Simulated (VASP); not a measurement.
A run of VASP 6.6.1:

File INCAR:

```
PREC     = Accurate       # precision mode
ENCUT    = 500            # plane-wave cutoff, eV
EDIFF    = 1E-6           # SCF threshold, eV
ISMEAR   = -1             # smearing method
SIGMA    = 0.02           # smearing width, eV
LREAL    = F              # projectors in reciprocal space
LASPH    = T              # aspherical terms in the spheres
NELM     = 120            # most SCF steps
ALGO     = Normal         # electronic algorithm
ISIF     = 2              # what is computed and relaxed
LWAVE    = F              # write WAVECAR
LCHARG   = F              # write CHGCAR
GGA      = PS             # functional
NBANDS   = 27             # bands
GGA_COMPAT= F
```

File KPOINTS:

```
regular mesh
0
Gamma
  6 6 6
```

Contents of POSCAR:

```
InSe
1.0
    2.0000000000      1.1547010000      8.6088000000
   -2.0000000000      1.1547010000      8.6088000000
    0.0000000000     -2.3094010000      8.6088000000
In Se
2 2
Direct
    0.0000000000      0.0000000000      0.0000000000
    0.1114000000      0.1114000000      0.1114000000
    0.6165000000      0.6165000000      0.6165000000
    0.8281000000      0.8281000000      0.8281000000
```

Potentials or basis: VASP PAW PBE potentials, release 64 (In_d, Se).

Run with:

```bash
$ cat potpaw_PBE.64/In_d/POTCAR potpaw_PBE.64/Se/POTCAR > POTCAR
$ mpirun -np 1 vasp_std > vasp.out
```

Hardware: 1 thread of Intel(R) Xeon(R) Platinum 8488C (Sapphire Rapids), with other jobs on the host.

Problem. How long does it take, and how much memory?

Solution. Wall time 5.8 min on 1 thread of Intel(R) Xeon(R) Platinum 8488C (Sapphire Rapids), on a shared host, peak memory 0.67 GiB. Counts: scf iterations 14, k points 32.
